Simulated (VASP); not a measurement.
# MgGeSb2 (P-4m2) in VASP: relaxation of cell and atoms with r2SCAN

Aim: the relaxation of cell and atoms of MgGeSb2 with r2SCAN.

Everything below comes from runs of VASP 6.6.1. Logs are shortened: lines on timing, memory, paths and dates and some standing lists are left out, and cuts for length are marked.

**1. The cell of the first run**

The structure is tetragonal, space group P-4m2 (No. 115). Conventional cell: a = 4.466 Å, b = 4.466 Å, c = 6.511 Å, α = 90.00°, β = 90.00°, γ = 90.00°. Mg (site symmetry -4m2) has 4 Sb at 2.80 Å within 3.7 Å. Within 3.6 Å of Sb (site symmetry 2mm) lie 2 Ge at 2.73 Å and 2 Mg at 2.80 Å. Ge (site symmetry -4m2) has 4 Sb at 2.73 Å within 3.6 Å.

**2. Relaxation of cell and atoms, r2SCAN**

The input, POSCAR:

```
MgGeSb2
1.0
    4.4660198782      0.0000000000      0.0000000000
    0.0000000000      4.4660198782      0.0000000000
    0.0000000000      0.0000000000      6.5110127458
Mg Sb Ge
1 2 1
Direct
    0.0000000000      0.0000000000      0.0000000000
    0.0000000000      0.5000000000      0.2589925185
    0.5000000000      0.0000000000      0.7410074815
    0.5000000000      0.5000000000      0.5000000000
```

The input, INCAR.step1:

```
PREC = Accurate
ENCUT = 600
ISMEAR = -1
SIGMA = 0.02
LREAL = F
LASPH = T
NELM = 100
GGA = PE
ALGO = Normal
EDIFF = 1E-4
LWAVE = T
LCHARG = F
```

The input, INCAR.step2:

```
PREC = Accurate
ENCUT = 600
EDIFF = 1E-7
ISMEAR = -1
SIGMA = 0.02
LREAL = F
LASPH = T
NELM = 100
ALGO = Normal
ISIF = 3
LWAVE = F
LCHARG = F
METAGGA = R2SCAN
LMIXTAU = T
IBRION = 2
NSW = 80
EDIFFG = -0.005
ISTART = 1
```

The input, KPOINTS:

```
regular mesh
0
Gamma
  6 6 4
```

Potentials or basis: VASP PAW PBE potentials, release 64 (Mg, Sb, Ge_d).

Command:

```console
$ cat potpaw_PBE.64/Mg/POTCAR potpaw_PBE.64/Sb/POTCAR potpaw_PBE.64/Ge_d/POTCAR > POTCAR
$ cp INCAR.step1 INCAR
$ mpirun -np 1 vasp_std > vasp.out
$ cp INCAR.step2 INCAR
$ mpirun -np 1 vasp_std > vasp.out
```

OUTCAR:

```text
PREC = Accurate
   ENCUT = 600
   EDIFF = 1E-7
   ISMEAR = -1
   LREAL = F
   LASPH = T
   NELM = 100
   ISIF = 3
   METAGGA = R2SCAN
   IBRION = 2
   NSW = 80
   EDIFFG = -0.005
   ISTART = 1

 ion  position               nearest neighbor table
   1  0.000  0.000  0.000-   2 2.80   3 2.80   2 2.80   3 2.80
   2  0.000  0.500  0.259-   4 2.73   4 2.73   1 2.80   1 2.80
   3  0.500  0.000  0.741-   4 2.73   4 2.73   1 2.80   1 2.80
   4  0.500  0.500  0.500-   2 2.73   3 2.73   3 2.73   2 2.73

  LATTYP: Found a simple tetragonal cell.
 ALAT       =     4.4660198782
 C/A-ratio  =     1.4579005296

  Lattice vectors:

 A1 = (   4.4660198782,   0.0000000000,   0.0000000000)
 A2 = (   0.0000000000,   4.4660198782,   0.0000000000)
 A3 = (   0.0000000000,   0.0000000000,   6.5110127458)

Analysis of symmetry for initial positions (statically):
=====================================================================
 Subroutine PRICEL returns:
 Original cell was already a primitive cell.

 Routine SETGRP: Setting up the symmetry group for a
 simple tetragonal supercell.

 Subroutine GETGRP returns: Found  8 space group operations
 (whereof  8 operations were pure point group operations)
 out of a pool of 16 trial point group operations.

The static configuration has the point symmetry D_2d.

Analysis of symmetry for dynamics (positions and initial velocities):
=====================================================================
 Subroutine PRICEL returns:
 Original cell was already a primitive cell.

 Routine SETGRP: Setting up the symmetry group for a
 simple tetragonal supercell.

 Subroutine GETGRP returns: Found  8 space group operations
 (whereof  8 operations were pure point group operations)
 out of a pool of 16 trial point group operations.

The dynamic configuration has the point symmetry D_2d.

 Subroutine INISYM returns: Found  8 space group operations
 (whereof  8 operations are pure point group operations),
 and found     1 'primitive' translations

----------------------------------------------------------------------------------------

                                     Primitive cell

  volume of cell :     129.8643

  direct lattice vectors                    reciprocal lattice vectors
     4.466019878  0.000000000  0.000000000     0.223913020  0.000000000  0.000000000
     0.000000000  4.466019878  0.000000000     0.000000000  0.223913020  0.000000000
     0.000000000  0.000000000  6.511012746     0.000000000  0.000000000  0.153585938

  length of vectors
     4.466019878  4.466019878  6.511012746     0.223913020  0.223913020  0.153585938

  position of ions in fractional coordinates (direct lattice)
     0.000000000  0.000000000  0.000000000
     0.000000000  0.500000000  0.258992519
     0.500000000  0.000000000  0.741007481
     0.500000000  0.500000000  0.500000000

  ion indices of the primitive-cell ions
   primitive index   ion index
                 1           1
                 2           2
                 3           3
                 4           4

----------------------------------------------------------------------------------------

 KPOINTS: regular mesh

Automatic generation of k-mesh.
 Grid dimensions read from file:
 generate k-points for:    6    6    4

 Generating k-lattice:

  Cartesian coordinates                     Fractional coordinates (reciprocal lattice)
     0.037318837  0.000000000  0.000000000     0.166666667  0.000000000  0.000000000
     0.000000000  0.037318837  0.000000000     0.000000000  0.166666667  0.000000000
     0.000000000  0.000000000  0.038396485     0.000000000  0.000000000  0.250000000

  Length of vectors
     0.037318837  0.037318837  0.038396485

  Shift w.r.t. Gamma in fractional coordinates (k-lattice)
     0.000000000  0.000000000  0.000000000

 Subroutine IBZKPT returns following result:
 ===========================================

 Found     30 irreducible k-points:

 Following reciprocal coordinates:
            Coordinates               Weight
  0.000000  0.000000  0.000000      1.000000
  0.166667  0.000000  0.000000      4.000000
  0.333333  0.000000  0.000000      4.000000
  0.500000  0.000000  0.000000      2.000000
  0.166667  0.166667  0.000000      4.000000
  0.333333  0.166667  0.000000      8.000000
[... 16 lines left out ...]
  0.333333  0.000000  0.500000      4.000000
  0.500000  0.000000  0.500000      2.000000
 [... further k-points ...]
   k-points           NKPTS =     30   k-points in BZ     NKDIM =     30   number of bands    NBANDS=     17
   number of dos      NEDOS =    301   number of ions     NIONS =      4
   total plane-waves  NPLWV =  69984
   dimension x,y,z NGX =    36 NGY =   36 NGZ =   54
   dimension x,y,z NGXF=    72 NGYF=   72 NGZF=  108
   ions per type =               1   2   1
   NGX,Y,Z   is equivalent  to a cutoff of  13.40, 13.40, 13.79 a.u.
   NGXF,Y,Z  is equivalent  to a cutoff of  26.80, 26.80, 27.58 a.u.
 SYSTEM =  unknown system
   PREC   = accura    normal or accurate (medium, high low for compatibility)
   ISTART =      1    job   : 0-new  1-cont  2-samecut
   ICHARG =      0    charge: 1-file 2-atom 10-const
   ISPIN  =      1    spin polarized calculation?
   LNONCOLLINEAR =      F non collinear calculations
   LSORBIT =      F    spin-orbit coupling
   LASPH  =      T    aspherical Exc in radial PAW
   ENCUT  =  600.0 eV  44.10 Ry    6.64 a.u.   8.92  8.92 13.00*2*pi/ulx,y,z
   NELM   =    100;   NELMIN=  2; NELMDL=  0     # of ELM steps
   EDIFF  = 0.1E-06   stopping-criterion for ELM
   LREAL  =      F    real-space projection
   EDIFFG = -.5E-02   stopping-criterion for IOM
   NSW    =     80    number of steps for IOM
   IBRION =      2    ionic relax: 0-MD 1-quasi-New 2-CG
   NFREE  =      1    steps in history (QN), initial steepest desc. (CG)
   ISIF   =      3    stress and relaxation
   ISYM   =      2    0-nonsym 1-usesym 2-fastsym
   POTIM  = 0.5000    time-step for ionic-motion
   TEBEG  =    0.0;   TEEND  =   0.0 temperature during run
   PSTRESS=    0.0 pullay stress
   NELECT =      26.0000    total number of electrons
   NUPDOWN=      -1.0000    fix difference up-down
   EMIN   =  10.00;   EMAX   =-10.00  energy-range for DOS
   EFERMI =   0.00;   METHOD = LEGACY
   ISMEAR =    -1;   SIGMA  =   0.02  broadening in eV -4-tet -1-fermi 0-gaus
   EFERMI_NEDOS =   21; number of points for ismear=-14 and -15
   IALGO  =     38    algorithm
   IMIX   =      4    mixing-type and parameters
     AMIX     =   0.40;   BMIX     =  1.00
     AMIX_MAG =   1.60;   BMIX_MAG =  1.00
  volume/ion in A,a.u.               =      32.47       219.09
  Fermi-wavevector in a.u.,A,eV,Ry     =   0.957714  1.809818 12.479492  0.917217
  Thomas-Fermi vector in A             =   2.086757
   LORBIT       =      0    0 simple, 1 ext, 2 COOP (PROOUT), +10 PAW based schemes
   METAGGA = R2SCAN    functional components
   LHFCALC =     F    Hartree Fock is set to
   AEXX    =    0.0000 exact exchange contribution
   IVDW    =     0    specifies the selected vdW correction
   LEPSILON=     F    determine dielectric tensor
   LRPA    =     F    only Hartree local field effects (RPA)
 conjugate gradient relaxation of ions
 non-spin polarized calculation
  energy-cutoff  :      600.00
  volume of cell :      129.86
 maximum number of plane-waves:      4384
 NGX is ok and might be reduce to    36
   NGX = 17   NGY = 17   NGZ = 27

--------------------------------------- Ionic step        1  -------------------------------------------

 number of electron      25.9999997 magnetization

 Free energy of the ion-electron system (eV)
  ---------------------------------------------------
  ext. energy  EPLUGINS =         0.00000000
  ---------------------------------------------------
  free energy    TOTEN  =       -69.70041189 eV

  energy without entropy =      -69.69941897  energy(sigma->0) =      -69.69991543

------------------------ aborting loop because EDIFF is reached ----------------------------------------

  FORCE on cell =-STRESS in cart. coord.  units (eV):
  Direction    XX          YY          ZZ          XY          YZ          ZX
  --------------------------------------------------------------------------------------
  -------------------------------------------------------------------------------------
  Total       -1.0537309     -1.0537309     -0.9380181      0.0000000      0.0000000      0.0000000
  in kB      -13.0002122    -13.0002122    -11.5726268      0.0000000      0.0000000      0.0000000
  external PRESSURE =     -12.5243504 kB  Pullay stress =       0.0000000 kB
[... 251 lines left out ...]
  energy  without entropy=      -69.7161838099  energy(sigma->0) =      -69.71669643

--------------------------------------- Ionic step        8  -------------------------------------------

 number of electron      26.0000014 magnetization

 Free energy of the ion-electron system (eV)
  ---------------------------------------------------
  ext. energy  EPLUGINS =         0.00000000
  ---------------------------------------------------
  free energy    TOTEN  =       -69.71723088 eV

  energy without entropy =      -69.71620577  energy(sigma->0) =      -69.71671833

 E-fermi :   3.7664     XC(G=0):  -8.9358

 val. band max:        3.7549742469   @ k =   0.1667   0.0000   0.0000
 cond. band min:       3.7914410933   @ k =   0.0000   0.0000   0.0000
 fundamental gap:      0.0364668464
 Fermi energy:         3.7664095289

 k-point     1 :       0.0000    0.0000    0.0000
  band No.  band energies     occupation
      1     -21.9712      2.00000
      2     -21.9712      2.00000
      3     -21.9682      2.00000
      4     -21.9594      2.00000
      5     -21.9460      2.00000
      6      -8.1018      2.00000
[... 9 lines left out ...]
     16       6.7975      0.00000
     17       6.7975      0.00000
[... 443 lines left out ...]
      1     -21.9733      2.00000
      2     -21.9711      2.00000
      3     -21.9656      2.00000
      4     -21.9587      2.00000
      5     -21.9466      2.00000
      6      -7.1119      2.00000
[... 9 lines left out ...]
     16       6.8627      0.00000
     17       6.8912      0.00000

 [... further k-points ...]
[... 5 lines left out ...]
  --------------------------------------------------------------------------------------
  -------------------------------------------------------------------------------------
  Total        0.0123120      0.0123120      0.0106146      0.0000000      0.0000000      0.0000000
  in kB        0.1566347      0.1566347      0.1350398      0.0000000      0.0000000      0.0000000
  external PRESSURE =       0.1494364 kB  Pullay stress =       0.0000000 kB
[... 19 lines left out ...]
  FREE ENERGIE OF THE ION-ELECTRON SYSTEM (eV)
  ---------------------------------------------------
  free  energy   TOTEN  =       -69.7172308757 eV

  energy  without entropy=      -69.7162057748  energy(sigma->0) =      -69.71671833

 reached required accuracy - stopping structural energy minimisation
```

It took 12 min on 1 thread of Intel Xeon 6975P-C (Granite Rapids), shared host; peak memory 0.36 GiB.

Results:

```
Free energy                           : -69.7172 eV
Relaxed volume                        : 31.48 Å³/atom
Relaxed cell                          : a = 4.404 Å, b = 4.404 Å, c = 6.492 Å, α = 90.00°, β = 90.00°, γ = 90.00°
Space group after relaxing (to 0.1 Å) : P-4m2 (No. 115)
Energy gained by relaxing             : 4.2 meV/atom
Ionic steps                           : 8
Pressure after relaxing               : 0.0 GPa
Band gap on the k mesh                : zero (bands 13 and 14 overlap by 0.27 eV)
```

Step by step:
| step | energy change (eV) | largest force (eV/Å) | pressure (GPa) | volume (Å³) |
| --- | --- | --- | --- | --- |
| 1 | 0.0000 | 0.0754 | -1.25 | 129.86 |
| 2 | -0.0152 | 0.0102 | 0.32 | 125.15 |
| 3 | -0.0160 | 0.0230 | 0.02 | 125.98 |
| 4 | -0.0159 | 0.0241 | -0.01 | 126.06 |
| 5 | -0.0163 | 0.0214 | -0.01 | 126.05 |
| 6 | -0.0168 | 0.0149 | -0.01 | 126.03 |
| 7 | -0.0168 | 0.0136 | -0.02 | 126.02 |
| 8 | -0.0168 | 0.0014 | 0.01 | 125.94 |

Final structure:
```cif
data_structure
_symmetry_space_group_name_H-M 'P 1'
_symmetry_Int_Tables_number 1
_cell_length_a 4.4044
_cell_length_b 4.4044
_cell_length_c 6.4921
_cell_angle_alpha 90.000
_cell_angle_beta 90.000
_cell_angle_gamma 90.000
_cell_volume 125.94
loop_
_atom_site_label
_atom_site_type_symbol
_atom_site_fract_x
_atom_site_fract_y
_atom_site_fract_z
_atom_site_occupancy
Mg1 Mg 0.00000 0.00000 0.00000 1
Sb1 Sb 0.00000 0.50000 0.26028 1
Sb2 Sb 0.50000 0.00000 0.73972 1
Ge1 Ge 0.50000 0.50000 0.50000 1
```

Caveat: the PAW data sets were made with another functional, which shifts forces and pressure a little; spin-orbit coupling is left out, which moves the levels of the heavy elements.
